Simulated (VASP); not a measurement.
# Si (Pm-3m) in VASP: a series of runs

Runs on Si. Level: PBE. Tasks: single point.

Everything below comes from runs of VASP 6.6.1. Logs are shortened: lines on timing, memory, paths and dates and some standing lists are left out, and cuts for length are marked.

## Step 1: The cell of the first run

It takes space group Pm-3m (No. 221, cubic). Conventional cell: a = 2.425 Å, b = 2.425 Å, c = 2.425 Å, α = 90.00°, β = 90.00°, γ = 90.00°. Si (site symmetry m-3m) has 6 Si at 2.42 Å within 3.2 Å.

## Step 2: Single point, PBE (volume scaled by 0.88)

File INCAR:

```
ALGO = Normal
EDIFF = 1E-6
ENCUT = 520
GGA = PE
ISIF = 2
ISMEAR = -1
LASPH = True
LCHARG = False
LREAL = False
LWAVE = False
NBANDS = 8
NELM = 80
PREC = Accurate
SIGMA = 0.08
```

File KPOINTS:

```
k-points
0
Gamma
  15 15 15
```

File POSCAR:

```
Si
1.0
    2.4247662327      0.0000000000      0.0000000000
    0.0000000000      2.4247662327      0.0000000000
    0.0000000000      0.0000000000      2.4247662327
Si
1
Direct
    0.0000000000      0.0000000000      0.0000000000
```

Potentials or basis: VASP PAW PBE potentials, release 64 (Si).

On the command line:

```sh
$ cat potpaw_PBE.64/Si/POTCAR > POTCAR
$ mpirun -np 1 vasp_std > vasp.out
```

OUTCAR:

```text
EDIFF = 1E-6
   ENCUT = 520
   GGA = PE
   ISIF = 2
   ISMEAR = -1
   LASPH = True
   LREAL = False
   NELM = 80
   PREC = Accurate

 ion  position               nearest neighbor table
   1  0.000  0.000  0.000-

  LATTYP: Found a simple cubic cell.
 ALAT       =     2.4247662327

  Lattice vectors:

 A1 = (   2.4247662327,   0.0000000000,   0.0000000000)
 A2 = (   0.0000000000,   2.4247662327,   0.0000000000)
 A3 = (   0.0000000000,   0.0000000000,   2.4247662327)

Analysis of symmetry for initial positions (statically):
=====================================================================
 Subroutine PRICEL returns:
 Original cell was already a primitive cell.

 Routine SETGRP: Setting up the symmetry group for a
 simple cubic supercell.

 Subroutine GETGRP returns: Found 48 space group operations
 (whereof 48 operations were pure point group operations)
 out of a pool of 48 trial point group operations.

The static configuration has the point symmetry O_h .

Analysis of symmetry for dynamics (positions and initial velocities):
=====================================================================
 Subroutine PRICEL returns:
 Original cell was already a primitive cell.

 Routine SETGRP: Setting up the symmetry group for a
 simple cubic supercell.

 Subroutine GETGRP returns: Found 48 space group operations
 (whereof 48 operations were pure point group operations)
 out of a pool of 48 trial point group operations.

The dynamic configuration has the point symmetry O_h .

 Subroutine INISYM returns: Found 48 space group operations
 (whereof 48 operations are pure point group operations),
 and found     1 'primitive' translations

----------------------------------------------------------------------------------------

                                     Primitive cell

  volume of cell :      14.2564

  direct lattice vectors                    reciprocal lattice vectors
     2.424766233  0.000000000  0.000000000     0.412410890  0.000000000  0.000000000
     0.000000000  2.424766233  0.000000000     0.000000000  0.412410890  0.000000000
     0.000000000  0.000000000  2.424766233     0.000000000  0.000000000  0.412410890

  length of vectors
     2.424766233  2.424766233  2.424766233     0.412410890  0.412410890  0.412410890

  position of ions in fractional coordinates (direct lattice)
     0.000000000  0.000000000  0.000000000

  ion indices of the primitive-cell ions
   primitive index   ion index
                 1           1

----------------------------------------------------------------------------------------

 KPOINTS: k-points

Automatic generation of k-mesh.
 Grid dimensions read from file:
 generate k-points for:   15   15   15

 Generating k-lattice:

  Cartesian coordinates                     Fractional coordinates (reciprocal lattice)
     0.027494059  0.000000000  0.000000000     0.066666667  0.000000000  0.000000000
     0.000000000  0.027494059  0.000000000     0.000000000  0.066666667  0.000000000
     0.000000000  0.000000000  0.027494059     0.000000000  0.000000000  0.066666667

  Length of vectors
     0.027494059  0.027494059  0.027494059

  Shift w.r.t. Gamma in fractional coordinates (k-lattice)
     0.000000000  0.000000000  0.000000000

 Subroutine IBZKPT returns following result:
 ===========================================

 Found    120 irreducible k-points:

 Following reciprocal coordinates:
            Coordinates               Weight
  0.000000  0.000000  0.000000      1.000000
  0.066667  0.000000  0.000000      6.000000
  0.133333  0.000000  0.000000      6.000000
  0.200000  0.000000  0.000000      6.000000
  0.266667  0.000000  0.000000      6.000000
  0.333333  0.000000  0.000000      6.000000
[... 16 lines left out ...]
  0.266667  0.200000  0.000000     24.000000
  0.333333  0.200000  0.000000     24.000000
 [... further k-points ...]
   k-points           NKPTS =    120   k-points in BZ     NKDIM =    120   number of bands    NBANDS=      8
   number of dos      NEDOS =    301   number of ions     NIONS =      1
   total plane-waves  NPLWV =   5832
   dimension x,y,z NGX =    18 NGY =   18 NGZ =   18
   dimension x,y,z NGXF=    36 NGYF=   36 NGZF=   36
   ions per type =               1
   NGX,Y,Z   is equivalent  to a cutoff of  12.34, 12.34, 12.34 a.u.
   NGXF,Y,Z  is equivalent  to a cutoff of  24.68, 24.68, 24.68 a.u.
 SYSTEM =  unknown system
   PREC   = accura    normal or accurate (medium, high low for compatibility)
   ISTART =      0    job   : 0-new  1-cont  2-samecut
   ICHARG =      2    charge: 1-file 2-atom 10-const
   ISPIN  =      1    spin polarized calculation?
   LNONCOLLINEAR =      F non collinear calculations
   LSORBIT =      F    spin-orbit coupling
   LASPH  =      T    aspherical Exc in radial PAW
   ENCUT  =  520.0 eV  38.22 Ry    6.18 a.u.   4.51  4.51  4.51*2*pi/ulx,y,z
   NELM   =     80;   NELMIN=  2; NELMDL= -5     # of ELM steps
   EDIFF  = 0.1E-05   stopping-criterion for ELM
   LREAL  =      F    real-space projection
   EDIFFG = 0.1E-04   stopping-criterion for IOM
   NSW    =      0    number of steps for IOM
   IBRION =     -1    ionic relax: 0-MD 1-quasi-New 2-CG
   NFREE  =      0    steps in history (QN), initial steepest desc. (CG)
   ISIF   =      2    stress and relaxation
   ISYM   =      2    0-nonsym 1-usesym 2-fastsym
   POTIM  = 0.5000    time-step for ionic-motion
   TEBEG  =    0.0;   TEEND  =   0.0 temperature during run
   PSTRESS=    0.0 pullay stress
   NELECT =       4.0000    total number of electrons
   NUPDOWN=      -1.0000    fix difference up-down
   EMIN   =  10.00;   EMAX   =-10.00  energy-range for DOS
   EFERMI =   0.00;   METHOD = LEGACY
   ISMEAR =    -1;   SIGMA  =   0.08  broadening in eV -4-tet -1-fermi 0-gaus
   EFERMI_NEDOS =   21; number of points for ismear=-14 and -15
   IALGO  =     38    algorithm
   IMIX   =      4    mixing-type and parameters
     AMIX     =   0.40;   BMIX     =  1.00
     AMIX_MAG =   1.60;   BMIX_MAG =  1.00
  volume/ion in A,a.u.               =      14.26        96.21
  Fermi-wavevector in a.u.,A,eV,Ry     =   1.071745  2.025305 15.628171  1.148638
  Thomas-Fermi vector in A             =   2.207495
   LORBIT       =      0    0 simple, 1 ext, 2 COOP (PROOUT), +10 PAW based schemes
   GGA     = PE    functional components
[... 5 lines left out ...]
 non-spin polarized calculation
  energy-cutoff  :      520.00
  volume of cell :       14.26
 maximum number of plane-waves:       397
 NGX is ok and might be reduce to    18
   NGX =  9   NGY =  9   NGZ =  9

 number of electron       4.0000001 magnetization

 Free energy of the ion-electron system (eV)
  ---------------------------------------------------
  ext. energy  EPLUGINS =         0.00000000
  ---------------------------------------------------
  free energy    TOTEN  =        -4.99217316 eV

  energy without entropy =       -4.98493113  energy(sigma->0) =       -4.98855214

 E-fermi :   9.9159     XC(G=0): -11.1328

 val. band max:        9.8655373887   @ k =   0.4667   0.4667   0.4667
 cond. band min:       9.9437382375   @ k =   0.2667   0.2667   0.2000
 fundamental gap:      0.0782008488
 Fermi energy:         9.9158546749

 k-point     1 :       0.0000    0.0000    0.0000
  band No.  band energies     occupation
      1      -4.4187      2.00000
      2      17.3824      0.00000
      3      17.3824      0.00000
      4      18.4745      0.00000
      5      18.4745      0.00000
      6      18.4745      0.00000
      7      27.2531      0.00000
      8      36.4592      0.00000

 k-point     2 :       0.0667    0.0000    0.0000
  band No.  band energies     occupation
      1      -4.3104      2.00000
      2      15.4160      0.00000
      3      17.4702      0.00000
      4      18.5640      0.00000
      5      18.5640      0.00000
      6      20.2799      0.00000
      7      27.6426      0.00000
      8      35.6706      0.00000

 k-point     3 :       0.1333    0.0000    0.0000
  band No.  band energies     occupation
      1      -3.9864      2.00000
      2      12.9868      0.00000
      3      17.7293      0.00000
      4      18.8319      0.00000
      5      18.8319      0.00000
      6      22.1811      0.00000
      7      28.8316      0.00000
      8      33.9242      0.00000

 k-point     4 :       0.2000    0.0000    0.0000
  band No.  band energies     occupation
      1      -3.4488      2.00000
      2      10.6156      0.00032
      3      18.1453      0.00000
      4      19.2761      0.00000
      5      19.2761      0.00000
      6      23.6827      0.00000
      7      30.6895      0.00000
      8      31.9233      0.00000

 k-point     5 :       0.2667    0.0000    0.0000
  band No.  band energies     occupation
      1      -2.7019      2.00000
      2       8.3668      2.00000
      3      18.6878      0.00000
      4      19.8909      0.00000
      5      19.8909      0.00000
      6      24.9339      0.00000
      7      29.9508      0.00000
      8      29.9508      0.00000
[... 177 lines left out ...]
 k-point    22 :       0.2000    0.2000    0.0000
  band No.  band energies     occupation
      1      -2.4829      2.00000
      2      10.7034      0.00011
      3      12.5121      0.00000
      4      20.0700      0.00000
      5      21.6693      0.00000
      6      26.4170      0.00000
      7      28.4557      0.00000
      8      32.1038      0.00000

 k-point    23 :       0.2667    0.2000    0.0000
  band No.  band energies     occupation
      1      -1.7392      2.00000
      2       9.0876      1.99994
      3      12.5533      0.00000
      4      20.6780      0.00000
      5      21.7359      0.00000
      6      24.9871      0.00000
      7      30.0693      0.00000
      8      30.5548      0.00000

 k-point    24 :       0.3333    0.2000    0.0000
  band No.  band energies     occupation
      1      -0.7958      2.00000
      2       7.1179      2.00000
      3      13.2572      0.00000
      4      20.8646      0.00000
      5      21.4388      0.00000
      6      24.7612      0.00000
      7      28.8053      0.00000
      8      30.7677      0.00000

 [... further k-points ...]
[... 5 lines left out ...]
  --------------------------------------------------------------------------------------
  -------------------------------------------------------------------------------------
  Total        1.5282228      1.5282228      1.5282228     -0.0000000      0.0000000      0.0000000
  in kB      171.7463937    171.7463937    171.7463937     -0.0000000      0.0000000      0.0000000
  external PRESSURE =     171.7463937 kB  Pullay stress =       0.0000000 kB

 VOLUME and BASIS-vectors are now :
 -----------------------------------------------------------------------------
  energy-cutoff  :      520.00
  volume of cell :       14.26
      direct lattice vectors                 reciprocal lattice vectors
     2.424766233  0.000000000  0.000000000     0.412410890  0.000000000  0.000000000
     0.000000000  2.424766233  0.000000000     0.000000000  0.412410890  0.000000000
     0.000000000  0.000000000  2.424766233     0.000000000  0.000000000  0.412410890

 POSITION                                       TOTAL-FORCE (eV/Angst)
 -----------------------------------------------------------------------------------
      0.00000      0.00000      0.00000         0.000000      0.000000      0.000000
 -----------------------------------------------------------------------------------
    total drift:                                0.000000     -0.000000     -0.000000

  FREE ENERGIE OF THE ION-ELECTRON SYSTEM (eV)
  ---------------------------------------------------
  free  energy   TOTEN  =        -4.9921731603 eV

  energy  without entropy=       -4.9849311270  energy(sigma->0) =       -4.98855214
```

It took 4 s on 1 thread of Intel Xeon Platinum 8559C (Emerald Rapids), shared host; peak memory 0.11 GiB.

What came out:

- Free energy: -4.9922 eV
- Pressure: 17.2 GPa
- Band gap on the k mesh: zero (band 2 reaches 17.38 eV, above the bottom of band 3 at 7.64 eV)

Levels at points of the mesh, in eV from the Fermi level:
| k point | band 1 | band 2 | band 3 | band 4 | band 5 |
| --- | --- | --- | --- | --- | --- |
| (0.00, 0.00, 0.00) | -14.33 | 7.47 | 7.47 | 8.56 | 8.56 |

Caveat: the cell differs from its parent crystal (volume scaled by 0.88).

## Step 3: Single point, PBE

This run uses another cell than the first one, of 16.20 Å³/atom, 1.136 times its volume.

File INCAR:

```
PREC = Accurate ; ENCUT = 520
EDIFF = 1E-7 ; ISMEAR = -1
SIGMA = 0.08 ; LREAL = False
LASPH = True ; NELM = 80
ALGO = Normal ; ISIF = 2
LWAVE = False ; LCHARG = True
GGA = PE ; LELF = True
LVHAR = True ; NBANDS = 8
```

File KPOINTS:

```
Automatic mesh
0
Gamma
  15 15 15
```

File POSCAR:

```
Si
1.0
    2.5303211836      0.0000000000      0.0000000000
    0.0000000000      2.5303211836      0.0000000000
    0.0000000000      0.0000000000      2.5303211836
Si
1
Direct
    0.0000000000      0.0000000000      0.0000000000
```

Potentials or basis: VASP PAW PBE potentials, release 64 (Si).

On the command line:

```sh
$ cat potpaw_PBE.64/Si/POTCAR > POTCAR
$ mpirun -np 1 vasp_std > vasp.out
```

Run time: 5.4 s. Hardware: 1 thread of Intel Xeon Platinum 8559C (Emerald Rapids), shared host; peak memory 0.12 GiB.

The run converged. Its results:

```
Free energy            : -5.0852 eV
Pressure               : -0.1 GPa
Band gap on the k mesh : zero (band 2 reaches 15.70 eV, above the bottom of band 3 at 5.99 eV)
```

Levels at points of the mesh, in eV from the Fermi level:
```tsv
k point	band 1	band 2	band 3	band 4	band 5	band 6
(0.00, 0.00, 0.00)	-13.18	7.45	7.45	7.69	7.69	7.69
```
